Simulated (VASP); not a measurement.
# AlIn3Sb2 (P-6m2) in VASP: notebook, part 2 of 2

VASP 6.6.1.

### Step 6. Relaxation of cell and atoms, PBE

This run uses another cell than the first one, of 26.02 Å³/atom.

INCAR

```
SYSTEM = AlIn3Sb2
ALGO = Fast ; EDIFF = 1E-7
EDIFFG = -0.04 ; ENCUT = 600
GGA = PE ; IBRION = 2
ISIF = 3 ; ISMEAR = 0
LASPH = .TRUE. ; LCHARG = .FALSE.
LREAL = .FALSE. ; LWAVE = .FALSE.
NELM = 80 ; NSW = 90
PREC = Accurate ; SIGMA = 0.1
```

KPOINTS

```
k-points
0
G
  6 6 4
  0 0 0
```

POSCAR

```
AlIn3Sb2
1.0
    5.2607770399      0.0000000000      0.0000000000
   -2.6303885199      4.5559665602      0.0000000000
    0.0000000000      0.0000000000      6.5135340396
Al In Sb
1 3 2
Direct
    0.0000000000      0.0000000000      0.0000000000
    0.0000000000      0.0000000000      0.5000000000
    0.3333333333      0.6666666667      0.0000000000
    0.3333333333      0.6666666667      0.5000000000
    0.6666666667      0.3333333333      0.2451908251
    0.6666666667      0.3333333333      0.7548091749
```

Potentials or basis: VASP PAW PBE potentials, release 64 (Al, In_d, Sb).

The run is started by

```console
$ cat potpaw_PBE.64/Al/POTCAR potpaw_PBE.64/In_d/POTCAR potpaw_PBE.64/Sb/POTCAR > POTCAR
$ mpirun -np 1 vasp_std > vasp.out
```

OUTCAR:

```text
SYSTEM = AlIn3Sb2
   EDIFF = 1E-7
   EDIFFG = -0.04
   ENCUT = 600
   GGA = PE
   IBRION = 2
   ISIF = 3
   ISMEAR = 0
   LASPH = .TRUE.
   LREAL = .FALSE.
   NELM = 80
   NSW = 90
   PREC = Accurate

 ion  position               nearest neighbor table
   1  0.000  0.000  0.000-   3 3.04   3 3.04   3 3.04   2 3.26   2 3.26   5 3.43   6 3.43   6 3.43
                             5 3.43   6 3.43   5 3.43
   2  0.000  0.000  0.500-   4 3.04   4 3.04   4 3.04   1 3.26   1 3.26   5 3.46   6 3.46   6 3.46
                             5 3.46   6 3.46   5 3.46
   3  0.333  0.667  0.000-   1 3.04   1 3.04   1 3.04   4 3.26   4 3.26   5 3.43   6 3.43   5 3.43
                             6 3.43   5 3.43   6 3.43
   4  0.333  0.667  0.500-   2 3.04   2 3.04   2 3.04   3 3.26   3 3.26   5 3.46   6 3.46   5 3.46
                             6 3.46   5 3.46   6 3.46
   5  0.667  0.333  0.245-   6 3.19   6 3.32   1 3.43   3 3.43   3 3.43   1 3.43   1 3.43   3 3.43
                             2 3.46   4 3.46   4 3.46   2 3.46   2 3.46   4 3.46
[... 203 lines left out ...]
  band No.  band energies     occupation
      1      -7.4257      2.00000
      2      -7.2921      2.00000
      3      -7.2921      2.00000
      4      -7.2845      2.00000
      5      -7.2845      2.00000
      6      -7.1869      2.00000
[... 862 lines left out ...]
--------------------------------------- Ionic step        5  -------------------------------------------

 number of electron      52.0000008 magnetization

 Free energy of the ion-electron system (eV)
  ---------------------------------------------------
  ext. energy  EPLUGINS =         0.00000000
  ---------------------------------------------------
  free energy    TOTEN  =       -18.67535445 eV

  energy without entropy =      -18.65253479  energy(sigma->0) =      -18.66394462

 E-fermi :   6.9253     XC(G=0):  -9.9312

 val. band max:        6.9117427289   @ k =   0.3333   0.1667   0.2500
 cond. band min:       6.9763448048   @ k =   0.5000   0.0000   0.0000
 fundamental gap:      0.0646020760
 Fermi energy:         6.9253309157

 k-point     1 :       0.0000    0.0000    0.0000
  band No.  band energies     occupation
      1      -7.6918      2.00000
      2      -7.5357      2.00000
      3      -7.5357      2.00000
      4      -7.5302      2.00000
      5      -7.5302      2.00000
      6      -7.4385      2.00000
[... 736 lines left out ...]
  FREE ENERGIE OF THE ION-ELECTRON SYSTEM (eV)
  ---------------------------------------------------
  free  energy   TOTEN  =       -18.6753544454 eV

  energy  without entropy=      -18.6525347854  energy(sigma->0) =      -18.66394462

 reached required accuracy - stopping structural energy minimisation
```

CONTCAR:

```text
AlIn3Sb2
   1.00000000000000
     5.3713918251134576    0.0000000000012091    0.0000000000000000
    -2.6856959125046309    4.6517617742284534    0.0000000000000000
     0.0000000000000000   -0.0000000000000000    6.3992674129151457
  Al              In              Sb
     1     3     2
Direct
     0.0000000000000000    1.0000000000000000    0.0000000000000000
     0.0000000000000000    0.0000000000000000    0.5000000000000000
     0.3333333332999970    0.6666666667000030    0.0000000000000000
     0.3333333332999970    0.6666666667000030    0.5000000000000000
     0.6666666667000030    0.3333333332999970    0.2436856241154198
     0.6666666667000030    0.3333333332999970    0.7563143758845802

  0.00000000E+00  0.00000000E+00  0.00000000E+00
  0.00000000E+00  0.00000000E+00  0.00000000E+00
  0.00000000E+00  0.00000000E+00  0.00000000E+00
  0.00000000E+00  0.00000000E+00  0.00000000E+00
  0.00000000E+00  0.00000000E+00  0.00000000E+00
  0.00000000E+00  0.00000000E+00  0.00000000E+00
```

Wall time 20 min (1 thread of Intel Xeon Platinum 8375C at 2.90GHz (Ice Lake), shared host); peak memory 0.39 GiB.

What came out:

- Free energy: -18.6754 eV
- Relaxed volume: 26.65 Å³/atom
- Relaxed cell: a = 5.371 Å, b = 5.371 Å, c = 6.399 Å, α = 90.00°, β = 90.00°, γ = 120.00°
- Space group after relaxing (to 0.1 Å): P-6m2 (No. 187)
- Energy gained by relaxing: 6.7 meV/atom
- Ionic steps: 5
- Pressure after relaxing: 0.0 GPa
- Largest force after relaxing: 0.010 eV/Å

Forces on the atoms (eV/Å):
```
Al   0.000  0.000  0.000
In   0.000  0.000  0.000
In   0.000  0.000  0.000
In   0.000  0.000  0.000
Sb   0.000  0.000  0.010
Sb   0.000  0.000 -0.010
```

The path:
```tsv
step	energy change (eV)	largest force (eV/Å)	pressure (GPa)	volume (Å³)
1	0.0000	0.1061	0.76	156.12
2	-0.0323	0.0493	0.14	158.90
3	-0.0388	0.0114	-0.22	160.80
4	-0.0389	0.0087	-0.29	160.95
5	-0.0400	0.0104	0.05	159.89
```

Final structure:
```xyz
6
Lattice="5.3714 0.0000 0.0000 -2.6857 4.6518 0.0000 0.0000 0.0000 6.3993" Properties=species:S:1:pos:R:3 pbc="T T T"
Al   -2.6857    4.6518    0.0000
In    0.0000    0.0000    3.1996
In    0.0000    3.1012    0.0000
In    0.0000    3.1012    3.1996
Sb    2.6857    1.5506    1.5594
Sb    2.6857    1.5506    4.8399
```

Levels at points of the mesh, in eV from the Fermi level:
```tsv
k point	band 22	band 23	band 24	band 25	band 26	band 27	band 28	band 29	band 30	band 31
(0.00, 0.00, 0.00)	-2.54	-1.18	-1.18	-1.06	-0.99	0.08	0.08	1.01	1.32	1.32
(0.50, 0.00, 0.00)	-3.88	-3.12	-1.27	-0.36	-0.27	0.05	1.40	2.34	2.90	3.84
(0.00, 0.00, 0.50)	-1.71	-1.62	-1.49	-1.49	-1.28	-0.89	-0.34	-0.34	-0.21	-0.21
(0.50, 0.00, 0.50)	-2.92	-2.84	-0.78	-0.47	0.79	0.90	2.75	2.76	2.96	3.04
```

Caveat: the highest band is partly filled, so the run has too few bands; spin-orbit coupling is left out, which moves the levels of the heavy elements.

### Step 7. Overview

```tsv
task	cell	k mesh	cutoff (eV)	gap on the mesh (eV)	pressure (GPa)	relaxed volume (Å³/atom)	largest force (eV/Å)
single point	a = 4.423, b = 4.423, c = 8.858 Å, angles 90.0, 90.0, 120.0°, 6 atoms, atomic positions A	6 × 6 × 2	520	none	9.2	-	0.27
single point	a = 5.371, b = 5.371, c = 6.415 Å, angles 90.0, 90.0, 120.0°, 6 atoms, atomic positions B	6 × 6 × 4	520	none	-0.1	-	0.01
single point	a = 5.261, b = 5.261, c = 6.514 Å, angles 90.0, 90.0, 120.0°, 6 atoms, atomic positions B	6 × 6 × 2	520	none	0.0	-	0.02
relaxation of cell and atoms	relaxed from a = 4.423, b = 4.423, c = 8.858 Å, angles 90.0, 90.0, 120.0°, 6 atoms, atomic positions A	6 × 6 × 2	600	-	0.0	26.16	0.03
relaxation of cell and atoms	relaxed from a = 5.261, b = 5.261, c = 6.514 Å, angles 90.0, 90.0, 120.0°, 6 atoms, atomic positions B	6 × 6 × 4	600	-	0.0	26.65	0.01
```

Alike in all rows: level PBE; potentials or basis VASP PAW PBE potentials, release 64 (Al, In_d, Sb); no spin polarisation; smearing gaussian 0.1 eV.

Caveats: some runs use coarse meshes; spin-orbit coupling is left out, which moves the levels of the heavy elements; the highest band is partly filled, so the run has too few bands (at least some runs); the cell stands under pressure (at least some runs); a cell axis changed by over 15 % at a fixed basis, so the end point is rough (at least some runs).

Total energies depend on the potentials used, so only differences within one code and one set of settings carry meaning.
